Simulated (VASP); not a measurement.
## Ga2O3 (klda): single point with LDA

Ga2O3 (klda):

```
Ga O
1.0
     2.49973    1.44322    4.50032
    -2.49973    1.44322    4.50032
     0.00000   -2.88643    4.50032
Ga O
4 6
Direct
  0.85596 0.85596 0.85596
  0.64404 0.64404 0.64404
  0.14404 0.14404 0.14404
  0.35596 0.35596 0.35596
  0.05260 0.44740 0.75000
  0.75000 0.05260 0.44740
  0.44740 0.75000 0.05260
  0.94740 0.55260 0.25000
  0.25000 0.94740 0.55260
  0.55260 0.25000 0.94740
```

| Property | Result |
| --- | --- |
| Program | VASP 6.6.1 |
| Task | single point |
| Functional | LDA |
| Potentials or basis | VASP PAW LDA potentials, release 64 (Ga_d, O) |
| Cutoff | 520 eV |
| k mesh | 6 × 6 × 6 |
| Occupations | gaussian, width 0.1 eV |
| Spin | no spin polarisation |
| Dipole correction | no |
| Further INCAR settings | ALGO = Normal; EDIFF = 1e-06; NBANDS = 55 |

The pressure is -5.7 GPa and the largest force is 0.080 eV/Å. The band gap on the k mesh is 2.68 eV, indirect (least direct gap 2.93 eV).

Forces on the atoms (eV/Å):
```
Ga   0.000  0.000 -0.080
Ga   0.000  0.000  0.080
Ga   0.000  0.000  0.080
Ga   0.000  0.000 -0.080
O   -0.023  0.000  0.000
O    0.011 -0.020  0.000
O    0.011  0.020  0.000
O    0.023  0.000  0.000
O   -0.011  0.020  0.000
O   -0.011 -0.020  0.000
```

Stress tensor (GPa, compression positive):
```
-5.41  0.00  0.00
 0.00 -5.41  0.00
 0.00  0.00 -6.31
```

Levels at points of the mesh, in eV from the valence-band top:
| k point | band 40 | band 41 | band 42 | band 43 | band 44 | band 45 | band 46 | band 47 | band 48 | band 49 |
| --- | --- | --- | --- | --- | --- | --- | --- | --- | --- | --- |
| (0.00, 0.00, 0.00) | -0.36 | -0.31 | -0.31 | -0.25 | -0.25 | 2.68 | 6.40 | 6.59 | 8.63 | 9.92 |
| (0.50, 0.00, 0.00) | -1.22 | -1.00 | -1.00 | -0.16 | -0.16 | 6.20 | 6.20 | 6.51 | 6.51 | 9.63 |
| (0.50, 0.50, 0.00) | -1.03 | -0.87 | -0.72 | -0.26 | -0.15 | 6.35 | 6.53 | 7.34 | 7.48 | 8.53 |
| (0.50, 0.50, 0.50) | -1.50 | -0.30 | -0.30 | -0.30 | -0.30 | 5.69 | 5.69 | 7.57 | 7.57 | 9.16 |

Run time: 6.8 min on 1 thread of AMD EPYC 7R13 (shared host), peak memory 0.24 GiB.

A k mesh can miss the band edges. As with any semilocal functional, this LDA gap is likely too small.
